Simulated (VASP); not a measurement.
# Si2Mo (I4/mmm) in VASP: notebook

Runs on Si2Mo. Level: PBEsol. Tasks: single point.

Everything below comes from runs of VASP 6.6.1. Logs are shortened: lines on timing, memory, paths and dates and some standing lists are left out, and cuts for length are marked.

### 1 The cell of the first run

Symmetry: I4/mmm, No. 139, tetragonal system. The conventional cell has a = 3.190 Å, b = 3.190 Å, c = 8.017 Å, α = 90.00°, β = 90.00°, γ = 90.00°. Within 3.4 Å of Si (site symmetry 4mm) lie 5 Mo at 2.61 to 2.69 Å and 9 Si at 2.64 to 3.19 Å. Mo (site symmetry 4/mmm) has 10 Si at 2.61 to 2.69 Å and 4 Mo at 3.19 Å within 3.4 Å.

### 2 Single point, PBEsol (strain +0.000 along x and y, +0.025 along z)

File INCAR:

```
PREC = Accurate
ENCUT = 520
EDIFF = 1E-6
ISMEAR = 0
SIGMA = 0.15
LREAL = False
LASPH = True
NELM = 60
ALGO = Normal
ISIF = 2
LWAVE = False
LCHARG = True
GGA = PS
LELF = True
LVHAR = True
NBANDS = 18
```

File KPOINTS:

```
Automatic mesh
0
Gamma
  20 20 20
```

File POSCAR:

```
Si2Mo
1.0
   -1.5950350805      1.5950350805      4.0084593000
    1.5950350805     -1.5950350805      4.0084593000
    1.5950350805      1.5950350805     -4.0084593000
Si Mo
2 1
Direct
    0.3350596655      0.3350596655      0.0000000000
    0.6649403345      0.6649403345      0.0000000000
    0.0000000000      0.0000000000      0.0000000000
```

Potentials or basis: VASP PAW PBE potentials, release 64 (Si, Mo_sv).

Started as:

```bash
> cat potpaw_PBE.64/Si/POTCAR potpaw_PBE.64/Mo_sv/POTCAR > POTCAR
> mpirun -np 1 vasp_std > vasp.out
```

OUTCAR:

```text
PREC = Accurate
   ENCUT = 520
   EDIFF = 1E-6
   ISMEAR = 0
   LREAL = False
   LASPH = True
   NELM = 60
   ISIF = 2
   GGA = PS

 ion  position               nearest neighbor table
   1  0.335  0.335  0.000-   3 2.61   3 2.61   3 2.61   3 2.61   2 2.64   2 2.64   2 2.64   2 2.64
                             2 2.64   3 2.69
   2  0.665  0.665  0.000-   3 2.61   3 2.61   3 2.61   3 2.61   1 2.64   1 2.64   1 2.64   1 2.64
                             1 2.64   3 2.69
   3  0.000  0.000  0.000-   2 2.61   2 2.61   1 2.61   2 2.61   1 2.61   1 2.61   2 2.61   1 2.61
                             1 2.69   2 2.69

  LATTYP: Found a body centered tetragonal cell.
 ALAT       =     3.1900701610
 C/A-ratio  =     2.5130853540

  Lattice vectors:

 A1 = (  -1.5950350805,   1.5950350805,   4.0084593000)
 A2 = (   1.5950350805,  -1.5950350805,   4.0084593000)
 A3 = (   1.5950350805,   1.5950350805,  -4.0084593000)

Analysis of symmetry for initial positions (statically):
=====================================================================
 Subroutine PRICEL returns:
 Original cell was already a primitive cell.

 Routine SETGRP: Setting up the symmetry group for a
 body centered tetragonal supercell.

 Subroutine GETGRP returns: Found 16 space group operations
 (whereof 16 operations were pure point group operations)
 out of a pool of 16 trial point group operations.

The static configuration has the point symmetry D_4h.

Analysis of symmetry for dynamics (positions and initial velocities):
=====================================================================
 Subroutine PRICEL returns:
 Original cell was already a primitive cell.

 Routine SETGRP: Setting up the symmetry group for a
 body centered tetragonal supercell.

 Subroutine GETGRP returns: Found 16 space group operations
 (whereof 16 operations were pure point group operations)
 out of a pool of 16 trial point group operations.

The dynamic configuration has the point symmetry D_4h.

 Subroutine INISYM returns: Found 16 space group operations
 (whereof 16 operations are pure point group operations),
 and found     1 'primitive' translations

----------------------------------------------------------------------------------------

                                     Primitive cell

  volume of cell :      40.7923

  direct lattice vectors                    reciprocal lattice vectors
    -1.595035080  1.595035080  4.008459300     0.000000000  0.313472729  0.124736205
     1.595035080 -1.595035080  4.008459300     0.313472729  0.000000000  0.124736205
     1.595035080  1.595035080 -4.008459300     0.313472729  0.313472729  0.000000000

  length of vectors
     4.599567347  4.599567347  4.599567347     0.337378530  0.337378530  0.443317385

  position of ions in fractional coordinates (direct lattice)
     0.335059665  0.335059665  0.000000000
     0.664940335  0.664940335  0.000000000
     0.000000000  0.000000000  0.000000000

  ion indices of the primitive-cell ions
   primitive index   ion index
                 1           1
                 2           2
                 3           3

----------------------------------------------------------------------------------------

 KPOINTS: Automatic mesh

Automatic generation of k-mesh.
 Grid dimensions read from file:
 generate k-points for:   20   20   20

 Generating k-lattice:

  Cartesian coordinates                     Fractional coordinates (reciprocal lattice)
     0.000000000  0.015673636  0.006236810     0.050000000  0.000000000  0.000000000
     0.015673636  0.000000000  0.006236810     0.000000000  0.050000000  0.000000000
     0.015673636  0.015673636  0.000000000     0.000000000  0.000000000  0.050000000

  Length of vectors
     0.016868927  0.016868927  0.022165869

  Shift w.r.t. Gamma in fractional coordinates (k-lattice)
     0.000000000  0.000000000  0.000000000

 Subroutine IBZKPT returns following result:
 ===========================================

 Found    641 irreducible k-points:

 Following reciprocal coordinates:
            Coordinates               Weight
  0.000000  0.000000  0.000000      1.000000
  0.050000  0.000000 -0.000000      8.000000
  0.100000  0.000000 -0.000000      8.000000
  0.150000  0.000000 -0.000000      8.000000
  0.200000  0.000000 -0.000000      8.000000
  0.250000  0.000000 -0.000000      8.000000
[... 16 lines left out ...]
 -0.400000  0.050000  0.000000     16.000000
 -0.350000  0.050000  0.000000     16.000000
 [... further k-points ...]
   k-points           NKPTS =    641   k-points in BZ     NKDIM =    641   number of bands    NBANDS=     18
   number of dos      NEDOS =    301   number of ions     NIONS =      3
   total plane-waves  NPLWV =  46656
   dimension x,y,z NGX =    36 NGY =   36 NGZ =   36
   dimension x,y,z NGXF=    72 NGYF=   72 NGZF=   72
   ions per type =               2   1
   NGX,Y,Z   is equivalent  to a cutoff of  13.01, 13.01, 13.01 a.u.
   NGXF,Y,Z  is equivalent  to a cutoff of  26.02, 26.02, 26.02 a.u.
 SYSTEM =  unknown system
   PREC   = accura    normal or accurate (medium, high low for compatibility)
   ISTART =      0    job   : 0-new  1-cont  2-samecut
   ICHARG =      2    charge: 1-file 2-atom 10-const
   ISPIN  =      1    spin polarized calculation?
   LNONCOLLINEAR =      F non collinear calculations
   LSORBIT =      F    spin-orbit coupling
   LASPH  =      T    aspherical Exc in radial PAW
   ENCUT  =  520.0 eV  38.22 Ry    6.18 a.u.   8.55  8.55  8.55*2*pi/ulx,y,z
   NELM   =     60;   NELMIN=  2; NELMDL= -5     # of ELM steps
   EDIFF  = 0.1E-05   stopping-criterion for ELM
   LREAL  =      F    real-space projection
   EDIFFG = 0.1E-04   stopping-criterion for IOM
   NSW    =      0    number of steps for IOM
   IBRION =     -1    ionic relax: 0-MD 1-quasi-New 2-CG
   NFREE  =      0    steps in history (QN), initial steepest desc. (CG)
   ISIF   =      2    stress and relaxation
   ISYM   =      2    0-nonsym 1-usesym 2-fastsym
   POTIM  = 0.5000    time-step for ionic-motion
   TEBEG  =    0.0;   TEEND  =   0.0 temperature during run
   PSTRESS=    0.0 pullay stress
   NELECT =      22.0000    total number of electrons
   NUPDOWN=      -1.0000    fix difference up-down
   EMIN   =  10.00;   EMAX   =-10.00  energy-range for DOS
   EFERMI =   0.00;   METHOD = LEGACY
   ISMEAR =     0;   SIGMA  =   0.15  broadening in eV -4-tet -1-fermi 0-gaus
   EFERMI_NEDOS =   21; number of points for ismear=-14 and -15
   IALGO  =     38    algorithm
   IMIX   =      4    mixing-type and parameters
     AMIX     =   0.40;   BMIX     =  1.00
     AMIX_MAG =   1.60;   BMIX_MAG =  1.00
  volume/ion in A,a.u.               =      13.60        91.76
  Fermi-wavevector in a.u.,A,eV,Ry     =   1.332569  2.518190 24.160415  1.775740
  Thomas-Fermi vector in A             =   2.461494
   LORBIT       =      0    0 simple, 1 ext, 2 COOP (PROOUT), +10 PAW based schemes
   GGA     = PS    functional components
   LHFCALC =     F    Hartree Fock is set to
   AEXX    =    0.0000 exact exchange contribution
   IVDW    =     0    specifies the selected vdW correction
   LEPSILON=     F    determine dielectric tensor
   LRPA    =     F    only Hartree local field effects (RPA)
 non-spin polarized calculation
 Gauss-broadening in eV      SIGMA  =   0.15
  energy-cutoff  :      520.00
  volume of cell :       40.79
 maximum number of plane-waves:      1120
   NGX = 17   NGY = 17   NGZ = 17

 number of electron      22.0000001 magnetization

 Free energy of the ion-electron system (eV)
  ---------------------------------------------------
  ext. energy  EPLUGINS =         0.00000000
  ---------------------------------------------------
  free energy    TOTEN  =       -25.04479601 eV

  energy without entropy =      -25.04156735  energy(sigma->0) =      -25.04318168

 E-fermi :  12.0233     XC(G=0): -12.4482

 val. band max:       12.0228282971   @ k =  -0.4000   0.4500   0.3500
 cond. band min:      12.0845902808   @ k =  -0.4500  -0.4500   0.2500
 fundamental gap:      0.0617619836
 Fermi energy:        12.0232826423

 k-point     1 :       0.0000    0.0000    0.0000
  band No.  band energies     occupation
      1     -48.6548      2.00000
      2     -22.8459      2.00000
      3     -22.7372      2.00000
      4     -22.7372      2.00000
      5      -1.3497      2.00000
      6       5.6229      2.00000
[... 10 lines left out ...]
     17      16.9411      0.00000
     18      16.9411      0.00000

 k-point     2 :       0.0500    0.0000   -0.0000
  band No.  band energies     occupation
      1     -48.6543      2.00000
      2     -22.8453      2.00000
      3     -22.7438      2.00000
      4     -22.7366      2.00000
      5      -1.3043      2.00000
      6       5.6250      2.00000
[... 10 lines left out ...]
     17      16.9834      0.00000
     18      17.2902      0.00000

 k-point     3 :       0.1000    0.0000   -0.0000
  band No.  band energies     occupation
      1     -48.6530      2.00000
      2     -22.8437      2.00000
      3     -22.7630      2.00000
      4     -22.7348      2.00000
      5      -1.1687      2.00000
      6       5.6247      2.00000
[... 10 lines left out ...]
     17      17.1766      0.00000
     18      18.0434      0.00000

 k-point     4 :       0.1500    0.0000   -0.0000
  band No.  band energies     occupation
      1     -48.6508      2.00000
      2     -22.8412      2.00000
      3     -22.7927      2.00000
      4     -22.7320      2.00000
      5      -0.9456      2.00000
      6       5.5989      2.00000
[... 375 lines left out ...]
      4     -22.7189      2.00000
      5       1.8588      2.00000
      6       3.2555      2.00000
[... 10 lines left out ...]
     17      18.8365      0.00000
     18      19.6938      0.00000

 k-point    23 :      -0.4000    0.0500    0.0000
  band No.  band energies     occupation
      1     -48.6369      2.00000
      2     -22.9763      2.00000
      3     -22.8240      2.00000
      4     -22.7207      2.00000
      5       1.2519      2.00000
      6       3.8797      2.00000
[... 10 lines left out ...]
     17      18.8924      0.00000
     18      20.4712      0.00000

 k-point    24 :      -0.3500    0.0500    0.0000
  band No.  band energies     occupation
      1     -48.6390      2.00000
      2     -22.9475      2.00000
      3     -22.8264      2.00000
      4     -22.7235      2.00000
      5       0.6870      2.00000
      6       4.4785      2.00000
[... 10 lines left out ...]
     17      18.9948      0.00000
     18      20.7242      0.00000

 [... further k-points ...]

------------------------ aborting loop because EDIFF is reached ----------------------------------------

  FORCE on cell =-STRESS in cart. coord.  units (eV):
  Direction    XX          YY          ZZ          XY          YZ          ZX
  --------------------------------------------------------------------------------------
  -------------------------------------------------------------------------------------
  Total       -0.4921764     -0.4921764     -2.9359402      0.0000000     -0.0000000      0.0000000
  in kB      -19.3309581    -19.3309581   -115.3134154      0.0000000     -0.0000000      0.0000000
  external PRESSURE =     -51.3251105 kB  Pullay stress =       0.0000000 kB

 VOLUME and BASIS-vectors are now :
 -----------------------------------------------------------------------------
  energy-cutoff  :      520.00
  volume of cell :       40.79
      direct lattice vectors                 reciprocal lattice vectors
    -1.595035080  1.595035080  4.008459300     0.000000000  0.313472729  0.124736205
     1.595035080 -1.595035080  4.008459300     0.313472729  0.000000000  0.124736205
     1.595035080  1.595035080 -4.008459300     0.313472729  0.313472729  0.000000000

 POSITION                                       TOTAL-FORCE (eV/Angst)
 -----------------------------------------------------------------------------------
      0.00000      0.00000      2.68615        -0.000000     -0.000000      0.095374
      0.00000      0.00000      5.33077        -0.000000     -0.000000     -0.095374
      0.00000      0.00000      0.00000         0.000000      0.000000     -0.000000
 -----------------------------------------------------------------------------------
    total drift:                               -0.000000      0.000000      0.000000

  FREE ENERGIE OF THE ION-ELECTRON SYSTEM (eV)
  ---------------------------------------------------
  free  energy   TOTEN  =       -25.0447960094 eV

  energy  without entropy=      -25.0415673524  energy(sigma->0) =      -25.04318168
```

It took 6.2 min on 1 thread of AMD EPYC 9R45 (Zen 5), shared host; peak memory 0.52 GiB.

What came out:

- Free energy: -25.0448 eV
- Pressure: -5.1 GPa
- Largest force: 0.095 eV/Å
- Band gap on the k mesh: zero (bands 11 and 12 overlap by 0.89 eV)

Forces on the atoms (eV/Å):
```
Si   0.000  0.000  0.095
Si   0.000  0.000 -0.095
Mo   0.000  0.000  0.000
```

Levels at points of the mesh, in eV from the Fermi level:
| k point | band 8 | band 9 | band 10 | band 11 | band 12 | band 13 | band 14 | band 15 |
| --- | --- | --- | --- | --- | --- | --- | --- | --- |
| (0.00, 0.00, 0.00) | -3.10 | -2.51 | -2.51 | 0.46 | 3.18 | 3.19 | 3.62 | 3.62 |
| (0.50, 0.00, 0.00) | -4.53 | -2.63 | -2.45 | -0.46 | 2.25 | 3.19 | 3.79 | 3.87 |
| (0.50, 0.50, 0.00) | -5.22 | -4.40 | -3.20 | -1.22 | 2.33 | 2.58 | 2.81 | 3.01 |
| (0.50, 0.50, 0.50) | -2.21 | -0.63 | -0.63 | -0.34 | -0.34 | 0.57 | 4.19 | 4.83 |

Caveat: the cell differs from its parent crystal (strain +0.000 along x and y, +0.025 along z); the stress differs along the axes, from -12 to -2 GPa; the PAW data sets were made with another functional, which shifts forces and pressure a little.

### 3 Single point, PBEsol (strain +0.050 along x and y, -0.050 along z)

File INCAR:

```
PREC = Accurate
ENCUT = 520
EDIFF = 1E-7
ISMEAR = 0
SIGMA = 0.15
LREAL = False
LASPH = True
NELM = 60
ALGO = Normal
ISIF = 2
LWAVE = False
LCHARG = False
GGA = PS
NBANDS = 18
```

KPOINTS is that of step 2.

File POSCAR:

```
Si2Mo
1.0
   -1.6747868345      1.6747868345      3.7151574000
    1.6747868345     -1.6747868345      3.7151574000
    1.6747868345      1.6747868345     -3.7151574000
Si Mo
2 1
Direct
    0.3350596655      0.3350596655      0.0000000000
    0.6649403345      0.6649403345      0.0000000000
    0.0000000000      0.0000000000      0.0000000000
```

Potentials or basis: VASP PAW PBE potentials, release 64 (Si, Mo_sv).

Started as:

```bash
> cat potpaw_PBE.64/Si/POTCAR potpaw_PBE.64/Mo_sv/POTCAR > POTCAR
> mpirun -np 1 vasp_std > vasp.out
```

Run time: 7.5 min. Hardware: 1 thread of AMD EPYC 9R45 (Zen 5), shared host; peak memory 0.53 GiB.

The run converged. Its results:

```
Free energy            : -24.7138 eV
Pressure               : -5.0 GPa
Largest force          : 0.029 eV/Å
Band gap on the k mesh : zero (bands 11 and 12 overlap by 0.55 eV)
```

Forces on the atoms (eV/Å):
```
Si   0.000  0.000  0.029
Si   0.000  0.000 -0.029
Mo   0.000  0.000  0.000
```

Stress tensor (GPa, compression positive):
```
-17.98   0.00   0.00
  0.00 -17.98   0.00
  0.00   0.00  21.04
```

Levels at points of the mesh, in eV from the Fermi level:
```tsv
k point	band 8	band 9	band 10	band 11	band 12	band 13	band 14	band 15
(0.00, 0.00, 0.00)	-2.69	-2.53	-1.98	0.14	2.80	2.95	2.95	3.51
(0.50, 0.00, 0.00)	-3.92	-2.69	-2.04	-0.46	1.95	2.78	4.38	4.75
(0.50, 0.50, 0.00)	-4.92	-4.21	-2.07	-1.12	1.99	2.67	4.30	4.34
(0.50, 0.50, 0.50)	-2.13	-0.86	-0.86	-0.22	-0.22	0.36	5.31	6.51
```

Caveat: the cell differs from its parent crystal (strain +0.050 along x and y, -0.050 along z); the stress differs along the axes, from -18 to 21 GPa; the PAW data sets were made with another functional, which shifts forces and pressure a little.

[end of part 1 of 2]

The gap in the log of VASP goes by the Fermi energy; the results here count the filled bands.